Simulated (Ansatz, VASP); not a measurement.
**ZrO2: VASP beside Ansatz**

```
Zr O
1.0
     0.00000    2.49277    2.49277
     2.49277    0.00000    2.49277
     2.49277    2.49277    0.00000
Zr O
1 2
Direct
  0.00000 0.00000 0.00000
  0.25000 0.25000 0.25000
  0.75000 0.75000 0.75000
```

Alike in both runs: task single point; functional r2SCAN; k mesh 8 × 8 × 8; no spin polarisation.

|  | VASP | Ansatz |
| --- | --- | --- |
| version | VASP 6.6.1 | Ansatz 0.2.0 |
| potentials or method | VASP PAW PBE potentials, release 64 (Zr_sv, O) | plane waves, PAW |
| plane-wave cutoff (eV) | 660 | 500 |
| occupations | gaussian, width 0.01 eV | fixed |
| valence electrons in the cell | 24 | 24 |

VASP gave:

```
gap on the k mesh at the Fermi level (eV) : 4.06
pressure (GPa)                            : 18.2
```

What did Ansatz give for the same quantities?

gap on the k mesh at the Fermi level (eV): 4.08; pressure (GPa): 18.1.

VASP's potentials were made for PBE, not for r2SCAN.
